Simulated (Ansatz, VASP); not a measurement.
## Two plane-wave programs on In3As

The input POSCAR:

```
In3As
1.0
    4.8515352076      0.0000000000      0.0000000000
    0.0000000000      4.8515352076      0.0000000000
    0.0000000000      0.0000000000      4.8515352076
In As
3 1
Direct
    0.0000000000      0.5000000000      0.5000000000
    0.5000000000      0.0000000000      0.5000000000
    0.5000000000      0.5000000000      0.0000000000
    0.0000000000      0.0000000000      0.0000000000
```

Contents of INCAR.step1:

```
SYSTEM = In3As
PREC     = Accurate       ! precision mode
ENCUT    = 520            ! plane-wave cutoff, eV
ISMEAR   = -1             ! smearing method
SIGMA    = 0.1            ! smearing width, eV
LREAL    = .False.        ! projectors in reciprocal space
LASPH    = .True.         ! aspherical terms in the spheres
NELM     = 80             ! most SCF steps
NBANDS   = 30             ! bands
GGA      = PE             ! functional
ALGO     = Normal         ! electronic algorithm
EDIFF    = 1E-4           ! SCF threshold, eV
LWAVE    = .True.         ! write WAVECAR
LCHARG   = .False.        ! write CHGCAR
```

Contents of INCAR.step2:

```
SYSTEM = In3As
PREC     = Accurate       ! precision mode
ENCUT    = 520            ! plane-wave cutoff, eV
EDIFF    = 1E-6           ! SCF threshold, eV
ISMEAR   = -1             ! smearing method
SIGMA    = 0.1            ! smearing width, eV
LREAL    = .False.        ! projectors in reciprocal space
LASPH    = .True.         ! aspherical terms in the spheres
NELM     = 80             ! most SCF steps
ALGO     = Normal         ! electronic algorithm
ISIF     = 2              ! what is computed and relaxed
LWAVE    = .False.        ! write WAVECAR
LCHARG   = .False.        ! write CHGCAR
METAGGA  = R2SCAN         ! meta-GGA
LMIXTAU  = .True.       
NBANDS   = 30             ! bands
ISTART   = 1
```

File KPOINTS:

```
regular mesh
0
Gamma
  4 4 4
  0 0 0
```

Input for Ansatz:

```yaml
crystal:
  lattice:
    - [4.8515352076459735, 0.0, 0.0]
    - [0.0, 4.8515352076459735, 0.0]
    - [0.0, 0.0, 4.8515352076459735]
  atoms:
    - { symbol: In, position: [0.0, 0.5, 0.5] }
    - { symbol: In, position: [0.5, 0.0, 0.5] }
    - { symbol: In, position: [0.5, 0.5, 0.0] }
    - { symbol: As, position: [0.0, 0.0, 0.0] }
basis:
  ecutwfc: 600.0
kpoints:
  mp_grid:
    grid: [4, 4, 4]
hamiltonian:
  xc: r2scan
scf:
  max_iter: 200
  occupations:
    method: fermi_dirac
    width: 0.1
output:
  stress: true
```

Alike in both runs: task single point; functional r2SCAN; k mesh 4 × 4 × 4; occupations fermi-dirac, width 0.1 eV; no spin polarisation.

```csv
,VASP,Ansatz
version,VASP 6.6.1,Ansatz 0.2.0
potentials or method,"VASP PAW PBE potentials, release 64 (In_d, As), cutoff 520 eV","plane waves, PAW"
valence electrons in the cell,44,54
```

Ansatz gave:

| Quantity | Value |
| --- | --- |
| pressure (GPa) | -4.6 |

**Question.** Estimate VASP's values.

**Answer.** Pressure (GPa): -4.7.

VASP's potentials were made for PBE, not for r2SCAN. VASP's potentials hold 44 valence electrons a cell and Ansatz's 54, so a difference there can come from the potentials and not from the codes.
